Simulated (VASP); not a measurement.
Write the native input for VASP 6.6.1 that does the following.

- Task: relaxation of cell and atoms
- Functional: PBE
- Potentials or basis: VASP PAW PBE potentials, release 64 (Li_sv, I, F)
- Cutoff: 600 eV
- k mesh: 6 × 6 × 6
- Occupations: gaussian, width 0.02 eV
- Spin: no spin polarisation
- Dipole correction: no
- Further INCAR settings: ALGO = Normal; EDIFF = 1e-07; IBRION = 2; EDIFFG = -0.01; NSW = 100; ISIF = 3

The structure of Li3IF2 lies in POSCAR:

```
Li3IF2
1.0
    5.6870219959      0.0000000000      0.0000000000
   -2.8435109980      4.9251055204      0.0000000000
    0.0000000000      0.0000000000      4.2363914500
Li I F
3 1 2
Direct
    0.6258634657      0.6258634657      0.0000000000
    0.0000000000      0.3741365343      0.0000000000
    0.3741365343      0.0000000000      0.0000000000
    0.0000000000      0.0000000000      0.5000000000
    0.6666666667      0.3333333333      0.0000000000
    0.3333333333      0.6666666667      0.0000000000
```

One way to write it, as run:

INCAR

```
SYSTEM = Li3IF2
PREC     = Accurate       ! precision mode
ENCUT    = 600            ! plane-wave cutoff, eV
EDIFF    = 1E-7           ! SCF threshold, eV
ISMEAR   = 0              ! smearing method
SIGMA    = 0.02           ! smearing width, eV
LREAL    = .FALSE.        ! projectors in reciprocal space
LASPH    = .TRUE.         ! aspherical terms in the spheres
NELM     = 80             ! most SCF steps
ALGO     = Normal         ! electronic algorithm
ISIF     = 3              ! what is computed and relaxed
LWAVE    = .FALSE.        ! write WAVECAR
LCHARG   = .FALSE.        ! write CHGCAR
GGA      = PE             ! functional
IBRION   = 2              ! ionic algorithm
NSW      = 100            ! ionic steps
EDIFFG   = -0.01          ! ionic threshold
```

KPOINTS

```
Automatic mesh
0
G
  6 6 6
  0 0 0
```

Potentials or basis: VASP PAW PBE potentials, release 64 (Li_sv, I, F).

Command:

```sh
$ cat potpaw_PBE.64/Li_sv/POTCAR potpaw_PBE.64/I/POTCAR potpaw_PBE.64/F/POTCAR > POTCAR
$ mpirun -np 1 vasp_std > vasp.out
```

It gave:

```json
{
 "Relaxed volume": "19.52 Å³/atom",
 "Relaxed cell": "a = 5.683 Å, b = 5.683 Å, c = 4.187 Å, α = 90.00°, β = 90.00°, γ = 120.00°",
 "Space group after relaxing (to 0.05 Å)": "P-62m (No. 189)",
 "Energy gained by relaxing": "0.3 meV/atom",
 "Ionic steps": "5",
 "Pressure after relaxing": "0.0 GPa",
 "Band gap on the k mesh": "4.51 eV, direct"
}
```

Caveat: the cutoff is under 1.25 times the usual one of these potentials, so pressure, stress and relaxed cells hold a basis-set (Pulay) error; spin-orbit coupling is left out, which moves the levels of the heavy elements.

Wall time 2.5 min on 1 thread of Intel(R) Xeon(R) 6975P-C (Granite Rapids), on a shared host, peak memory 0.33 GiB.
